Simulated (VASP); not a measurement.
# Al3GaSb4 (I-42m) in VASP: further runs

Runs on Al3GaSb4. Level: PBE. Tasks: single point.

All numbers are computed with VASP 6.6.1; they aren't measurements. Logs are shortened: lines on timing, memory, paths and dates and some standing lists are left out, and cuts for length are marked.

### 1 The cell of the first run

Symmetry: I-42m, No. 121, tetragonal system. The conventional cell has a = 6.222 Å, b = 6.222 Å, c = 12.445 Å, α = 90.00°, β = 90.00°, γ = 90.00°. Al (site symmetry -42m) has 4 Sb at 2.70 Å within 3.6 Å. Al (site symmetry -4) has 4 Sb at 2.69 Å within 3.6 Å. Within 3.6 Å of Ga (site symmetry -42m) lie 4 Sb at 2.69 Å. Within 3.6 Å of Sb (site symmetry m) lie 1 Ga at 2.69 Å and 3 Al at 2.69 to 2.70 Å.

### 2 Single point, PBE

Input file INCAR:

```
SYSTEM = Al3GaSb4
  PREC = Accurate
  ENCUT = 520
  EDIFF = 1E-6
  ISMEAR = 0
  SIGMA = 0.02
  LREAL = .FALSE.
  LASPH = .TRUE.
  NELM = 80
  ALGO = Normal
  ISIF = 2
  LWAVE = .FALSE.
  LCHARG = .FALSE.
  GGA = PE
  NBANDS = 31
```

Input file KPOINTS:

```
regular mesh
0
G
  6 6 6
  0 0 0
```

Input file POSCAR:

```
Al3GaSb4
1.0
   -3.1112432000      3.1112432000      6.2225244000
    3.1112432000     -3.1112432000      6.2225244000
    3.1112432000      3.1112432000     -6.2225244000
Al Ga Sb
3 1 4
Direct
    0.5000000000      0.5000000000      0.0000000000
    0.2500000000      0.7500000000      0.5000000000
    0.7500000000      0.2500000000      0.5000000000
    0.0000000000      0.0000000000      0.0000000000
    0.6252060000      0.6252060000      0.5004640000
    0.1247420000      0.1247420000      0.4995360000
    0.8752580000      0.3747940000      0.0000000000
    0.3747940000      0.8752580000      0.0000000000
```

Potentials or basis: VASP PAW PBE potentials, release 64 (Al, Ga_d, Sb).

On the command line:

```bash
$ cat potpaw_PBE.64/Al/POTCAR potpaw_PBE.64/Ga_d/POTCAR potpaw_PBE.64/Sb/POTCAR > POTCAR
$ mpirun -np 1 vasp_std > vasp.out
```

OUTCAR:

```text
SYSTEM = Al3GaSb4
   PREC = Accurate
   ENCUT = 520
   EDIFF = 1E-6
   ISMEAR = 0
   LREAL = .FALSE.
   LASPH = .TRUE.
   NELM = 80
   ISIF = 2
   GGA = PE

 ion  position               nearest neighbor table
   1  0.500  0.500  0.000-   5 2.70   7 2.70   8 2.70   6 2.70
   2  0.250  0.750  0.500-   5 2.69   6 2.69   8 2.69   7 2.69
   3  0.750  0.250  0.500-   5 2.69   6 2.69   7 2.69   8 2.69
   4  0.000  0.000  0.000-   5 2.69   7 2.69   8 2.69   6 2.69
   5  0.625  0.625  0.500-   4 2.69   3 2.69   2 2.69   1 2.70
   6  0.125  0.125  0.500-   4 2.69   3 2.69   2 2.69   1 2.70
   7  0.875  0.375  0.000-   4 2.69   2 2.69   3 2.69   1 2.70
   8  0.375  0.875  0.000-   4 2.69   3 2.69   2 2.69   1 2.70

  LATTYP: Found a body centered tetragonal cell.
 ALAT       =     6.2224864000
 C/A-ratio  =     2.0000122138

  Lattice vectors:

 A1 = (  -3.1112432000,   3.1112432000,   6.2225244000)
 A2 = (   3.1112432000,  -3.1112432000,   6.2225244000)
 A3 = (   3.1112432000,   3.1112432000,  -6.2225244000)

Analysis of symmetry for initial positions (statically):
=====================================================================
 Subroutine PRICEL returns:
 Original cell was already a primitive cell.

 Routine SETGRP: Setting up the symmetry group for a
 body centered tetragonal supercell.

 Subroutine GETGRP returns: Found  8 space group operations
 (whereof  8 operations were pure point group operations)
 out of a pool of 16 trial point group operations.

The static configuration has the point symmetry D_2d.

Analysis of symmetry for dynamics (positions and initial velocities):
=====================================================================
 Subroutine PRICEL returns:
 Original cell was already a primitive cell.

 Routine SETGRP: Setting up the symmetry group for a
 body centered tetragonal supercell.

 Subroutine GETGRP returns: Found  8 space group operations
 (whereof  8 operations were pure point group operations)
 out of a pool of 16 trial point group operations.

The dynamic configuration has the point symmetry D_2d.

 Subroutine INISYM returns: Found  8 space group operations
 (whereof  8 operations are pure point group operations),
 and found     1 'primitive' translations

----------------------------------------------------------------------------------------

                                     Primitive cell

  volume of cell :     240.9320

  direct lattice vectors                    reciprocal lattice vectors
    -3.111243200  3.111243200  6.222524400     0.000000000  0.160707463  0.080353241
     3.111243200 -3.111243200  6.222524400     0.160707463  0.000000000  0.080353241
     3.111243200  3.111243200 -6.222524400     0.160707463  0.160707463  0.000000000

  length of vectors
     7.620989333  7.620989333  7.620989333     0.179676186  0.179676186  0.227274673

  position of ions in fractional coordinates (direct lattice)
     0.500000000  0.500000000  0.000000000
     0.250000000  0.750000000  0.500000000
     0.750000000  0.250000000  0.500000000
     0.000000000  0.000000000  0.000000000
     0.625206000  0.625206000  0.500464000
     0.124742000  0.124742000  0.499536000
     0.875258000  0.374794000  0.000000000
     0.374794000  0.875258000  0.000000000

  ion indices of the primitive-cell ions
   primitive index   ion index
                 1           1
                 2           2
                 3           3
                 4           4
                 5           5
                 6           6
                 7           7
                 8           8

----------------------------------------------------------------------------------------

 KPOINTS: regular mesh

Automatic generation of k-mesh.
 Grid dimensions read from file:
 generate k-points for:    6    6    6

 Generating k-lattice:

  Cartesian coordinates                     Fractional coordinates (reciprocal lattice)
     0.000000000  0.026784577  0.013392207     0.166666667  0.000000000  0.000000000
     0.026784577  0.000000000  0.013392207     0.000000000  0.166666667  0.000000000
     0.026784577  0.026784577  0.000000000     0.000000000  0.000000000  0.166666667

  Length of vectors
     0.029946031  0.029946031  0.037879112

  Shift w.r.t. Gamma in fractional coordinates (k-lattice)
     0.000000000  0.000000000  0.000000000

 Subroutine IBZKPT returns following result:
 ===========================================

 Found     30 irreducible k-points:

 Following reciprocal coordinates:
            Coordinates               Weight
  0.000000  0.000000  0.000000      1.000000
  0.166667  0.000000  0.000000      8.000000
  0.333333  0.000000  0.000000      8.000000
  0.500000  0.000000  0.000000      4.000000
  0.166667  0.166667  0.000000      8.000000
  0.333333  0.166667  0.000000     16.000000
[... 16 lines left out ...]
 -0.333333 -0.333333  0.166667      8.000000
 -0.166667 -0.333333  0.166667      8.000000
 [... further k-points ...]
   k-points           NKPTS =     30   k-points in BZ     NKDIM =     30   number of bands    NBANDS=     31
   number of dos      NEDOS =    301   number of ions     NIONS =      8
   total plane-waves  NPLWV = 216000
   dimension x,y,z NGX =    60 NGY =   60 NGZ =   60
   dimension x,y,z NGXF=   120 NGYF=  120 NGZF=  120
   ions per type =               3   1   4
   NGX,Y,Z   is equivalent  to a cutoff of  13.09, 13.09, 13.09 a.u.
   NGXF,Y,Z  is equivalent  to a cutoff of  26.18, 26.18, 26.18 a.u.
 SYSTEM =  Al3GaSb4
   PREC   = accura    normal or accurate (medium, high low for compatibility)
   ISTART =      0    job   : 0-new  1-cont  2-samecut
   ICHARG =      2    charge: 1-file 2-atom 10-const
   ISPIN  =      1    spin polarized calculation?
   LNONCOLLINEAR =      F non collinear calculations
   LSORBIT =      F    spin-orbit coupling
   LASPH  =      T    aspherical Exc in radial PAW
   ENCUT  =  520.0 eV  38.22 Ry    6.18 a.u.  14.17 14.17 14.17*2*pi/ulx,y,z
   NELM   =     80;   NELMIN=  2; NELMDL= -5     # of ELM steps
   EDIFF  = 0.1E-05   stopping-criterion for ELM
   LREAL  =      F    real-space projection
   EDIFFG = 0.1E-04   stopping-criterion for IOM
   NSW    =      0    number of steps for IOM
   IBRION =     -1    ionic relax: 0-MD 1-quasi-New 2-CG
   NFREE  =      0    steps in history (QN), initial steepest desc. (CG)
   ISIF   =      2    stress and relaxation
   ISYM   =      2    0-nonsym 1-usesym 2-fastsym
   POTIM  = 0.5000    time-step for ionic-motion
   TEBEG  =    0.0;   TEEND  =   0.0 temperature during run
   PSTRESS=    0.0 pullay stress
   NELECT =      42.0000    total number of electrons
   NUPDOWN=      -1.0000    fix difference up-down
   EMIN   =  10.00;   EMAX   =-10.00  energy-range for DOS
   EFERMI =   0.00;   METHOD = LEGACY
   ISMEAR =     0;   SIGMA  =   0.02  broadening in eV -4-tet -1-fermi 0-gaus
   EFERMI_NEDOS =   21; number of points for ismear=-14 and -15
   IALGO  =     38    algorithm
   IMIX   =      4    mixing-type and parameters
     AMIX     =   0.40;   BMIX     =  1.00
     AMIX_MAG =   1.60;   BMIX_MAG =  1.00
  volume/ion in A,a.u.               =      30.12       203.24
  Fermi-wavevector in a.u.,A,eV,Ry     =   0.914520  1.728192 11.379183  0.836346
  Thomas-Fermi vector in A             =   2.039156
   LORBIT       =      0    0 simple, 1 ext, 2 COOP (PROOUT), +10 PAW based schemes
   GGA     = PE    functional components
   LHFCALC =     F    Hartree Fock is set to
   AEXX    =    0.0000 exact exchange contribution
   IVDW    =     0    specifies the selected vdW correction
   LEPSILON=     F    determine dielectric tensor
   LRPA    =     F    only Hartree local field effects (RPA)
 non-spin polarized calculation
 Gauss-broadening in eV      SIGMA  =   0.02
  energy-cutoff  :      520.00
  volume of cell :      240.93
 maximum number of plane-waves:      6530
 NGX is ok and might be reduce to    60
   NGX = 29   NGY = 29   NGZ = 29

 number of electron      42.0000003 magnetization

 Free energy of the ion-electron system (eV)
  ---------------------------------------------------
  ext. energy  EPLUGINS =         0.00000000
  ---------------------------------------------------
  free energy    TOTEN  =       -31.99934519 eV

  energy without entropy =      -31.99934519  energy(sigma->0) =      -31.99934519

 E-fermi :   4.4906     XC(G=0):  -8.5831

 val. band max:        4.4000839348   @ k =   0.0000   0.0000   0.0000
 cond. band min:       5.1342819315   @ k =   0.5000   0.5000   0.0000
 fundamental gap:      0.7341979967
 Fermi energy:         4.4906390247

 k-point     1 :       0.0000    0.0000    0.0000
  band No.  band energies     occupation
      1     -10.3388      2.00000
      2     -10.3388      2.00000
      3     -10.3386      2.00000
      4     -10.2994      2.00000
      5     -10.2992      2.00000
      6      -6.2606      2.00000
[... 23 lines left out ...]
     30       8.4219      0.00000
     31       8.6142      0.00000

 k-point     2 :       0.1667    0.0000    0.0000
  band No.  band energies     occupation
      1     -10.3389      2.00000
      2     -10.3389      2.00000
      3     -10.3387      2.00000
      4     -10.2994      2.00000
      5     -10.2992      2.00000
      6      -6.1567      2.00000
[... 23 lines left out ...]
     30       8.1179      0.00000
     31       8.6282      0.00000

 k-point     3 :       0.3333    0.0000    0.0000
  band No.  band energies     occupation
      1     -10.3391      2.00000
      2     -10.3390      2.00000
      3     -10.3389      2.00000
      4     -10.2993      2.00000
      5     -10.2991      2.00000
      6      -5.8561      2.00000
[... 23 lines left out ...]
     30       8.5957      0.00000
     31       8.9234      0.00000

 k-point     4 :       0.5000    0.0000    0.0000
  band No.  band energies     occupation
      1     -10.3392      2.00000
      2     -10.3390      2.00000
      3     -10.3389      2.00000
      4     -10.2993      2.00000
      5     -10.2990      2.00000
      6      -5.4559      2.00000
[... 23 lines left out ...]
     30       8.8295      0.00000
     31       8.8326      0.00000

 k-point     5 :       0.1667    0.1667    0.0000
  band No.  band energies     occupation
      1     -10.3389      2.00000
      2     -10.3389      2.00000
      3     -10.3388      2.00000
      4     -10.2993      2.00000
      5     -10.2992      2.00000
      6      -6.0157      2.00000
[... 23 lines left out ...]
     30       8.5137      0.00000
     31       8.5470      0.00000
[... 542 lines left out ...]
     30       8.5452      0.00000
     31       9.1011      0.00000

 k-point    22 :      -0.1667    0.5000    0.1667
  band No.  band energies     occupation
      1     -10.3391      2.00000
      2     -10.3389      2.00000
      3     -10.3389      2.00000
      4     -10.2993      2.00000
      5     -10.2991      2.00000
      6      -5.6353      2.00000
[... 23 lines left out ...]
     30       8.4036      0.00000
     31       8.5903      0.00000

 k-point    23 :      -0.3333   -0.3333    0.1667
  band No.  band energies     occupation
      1     -10.3390      2.00000
      2     -10.3389      2.00000
      3     -10.3388      2.00000
      4     -10.2993      2.00000
      5     -10.2992      2.00000
      6      -5.7827      2.00000
[... 23 lines left out ...]
     30       8.5232      0.00000
     31       9.1768      0.00000

 k-point    24 :      -0.1667   -0.3333    0.1667
  band No.  band energies     occupation
      1     -10.3389      2.00000
      2     -10.3388      2.00000
      3     -10.3388      2.00000
      4     -10.2994      2.00000
      5     -10.2992      2.00000
      6      -5.9947      2.00000
[... 23 lines left out ...]
     30       8.0055      0.00000
     31       8.6779      0.00000

 [... further k-points ...]
[... 5 lines left out ...]
  --------------------------------------------------------------------------------------
  -------------------------------------------------------------------------------------
  Total        0.2271747      0.2271747      0.2253873      0.0000000      0.0000000      0.0000000
  in kB        1.5106924      1.5106924      1.4988062      0.0000000      0.0000000      0.0000000
  external PRESSURE =       1.5067303 kB  Pullay stress =       0.0000000 kB

 VOLUME and BASIS-vectors are now :
 -----------------------------------------------------------------------------
  energy-cutoff  :      520.00
  volume of cell :      240.93
      direct lattice vectors                 reciprocal lattice vectors
    -3.111243200  3.111243200  6.222524400     0.000000000  0.160707463  0.080353241
     3.111243200 -3.111243200  6.222524400     0.160707463  0.000000000  0.080353241
     3.111243200  3.111243200 -6.222524400     0.160707463  0.160707463  0.000000000

 POSITION                                       TOTAL-FORCE (eV/Angst)
 -----------------------------------------------------------------------------------
      0.00000      0.00000      6.22252        -0.000000     -0.000000     -0.000000
      3.11124      0.00000      3.11126         0.000000     -0.000000     -0.000000
      0.00000      3.11124      3.11126         0.000000      0.000000     -0.000000
      0.00000      0.00000      0.00000        -0.000000      0.000000     -0.000000
      1.55707      1.55707      4.66657         0.005284      0.005284      0.005430
      1.55418      1.55418     -1.55595        -0.005284     -0.005284      0.005430
     -1.55707      1.55707      7.77848        -0.005284      0.005284     -0.005430
      1.55707     -1.55707      7.77848         0.005284     -0.005284     -0.005430
 -----------------------------------------------------------------------------------
    total drift:                               -0.000001     -0.000001      0.000001

  FREE ENERGIE OF THE ION-ELECTRON SYSTEM (eV)
  ---------------------------------------------------
  free  energy   TOTEN  =       -31.9993451918 eV

  energy  without entropy=      -31.9993451918  energy(sigma->0) =      -31.99934519
```

It took 11 min on 1 thread of Intel Xeon 8259CL, shared host; peak memory 0.62 GiB.

Results:

* Free energy: -31.9993 eV
* Pressure: 0.2 GPa
* Largest force: 0.009 eV/Å
* Band gap on the k mesh: 0.73 eV (least direct gap 0.81 eV)

Forces on the atoms (eV/Å):
```
Al   0.000  0.000  0.000
Al   0.000  0.000  0.000
Al   0.000  0.000  0.000
Ga   0.000  0.000  0.000
Sb   0.005  0.005  0.005
Sb  -0.005 -0.005  0.005
Sb  -0.005  0.005 -0.005
Sb   0.005 -0.005 -0.005
```

Caveat: semilocal functionals underestimate gaps, and a narrow one can read as zero; spin-orbit coupling is left out, which moves the levels of the heavy elements.

### 3 Single point, PBE (31.02 Å³/atom)

This run uses another cell than the first one, of 31.02 Å³/atom.

Input file INCAR:

```
  PREC = Accurate
  ENCUT = 520
  EDIFF = 1E-6
  ISMEAR = 0
  SIGMA = 0.02
  LREAL = False
  LASPH = True
  NELM = 80
  ALGO = Normal
  ISIF = 2
  LWAVE = False
  LCHARG = True
  GGA = PE
  LELF = True
  LVHAR = True
  NBANDS = 31
```

Input file KPOINTS:

```
regular mesh
0
Gamma
  6 6 6
```

POSCAR: that of step 2 with these lines changed.

```diff
@@ -2,5 +2,5 @@
 1.0
-   -3.1112432000      3.1112432000      6.2225244000
-    3.1112432000     -3.1112432000      6.2225244000
-    3.1112432000      3.1112432000     -6.2225244000
+   -3.1420495916      3.1420495916      6.2841375595
+    3.1420495916     -3.1420495916      6.2841375595
+    3.1420495916      3.1420495916     -6.2841375595
 Al Ga Sb
```

Potentials or basis: VASP PAW PBE potentials, release 64 (Al, Ga_d, Sb).

On the command line:

```bash
$ cat potpaw_PBE.64/Al/POTCAR potpaw_PBE.64/Ga_d/POTCAR potpaw_PBE.64/Sb/POTCAR > POTCAR
$ mpirun -np 1 vasp_std > vasp.out
```

It took 11 min on 1 thread of Intel Xeon 8259CL, shared host; peak memory 0.63 GiB.

The run converged. Its results:

```
Free energy            : -31.9748 eV
Pressure               : -1.2 GPa
Band gap on the k mesh : 0.62 eV
```

Levels at points of the mesh, in eV from the valence-band top:
| k point | band 19 | band 20 | band 21 | band 22 | band 23 | band 24 |
| --- | --- | --- | --- | --- | --- | --- |
| (0.00, 0.00, 0.00) | 0.00 | 0.00 | 0.00 | 0.62 | 1.36 | 1.39 |
| (0.50, 0.00, 0.00) | -1.80 | -1.05 | -0.99 | 2.22 | 2.63 | 2.81 |
| (0.50, 0.50, 0.00) | -0.89 | -0.87 | -0.87 | 0.67 | 1.13 | 2.30 |
| (0.50, 0.50, 0.50) | -1.36 | -1.30 | -1.30 | 1.03 | 1.35 | 1.35 |

Caveat: semilocal functionals underestimate gaps, and a narrow one can read as zero; spin-orbit coupling is left out, which moves the levels of the heavy elements.
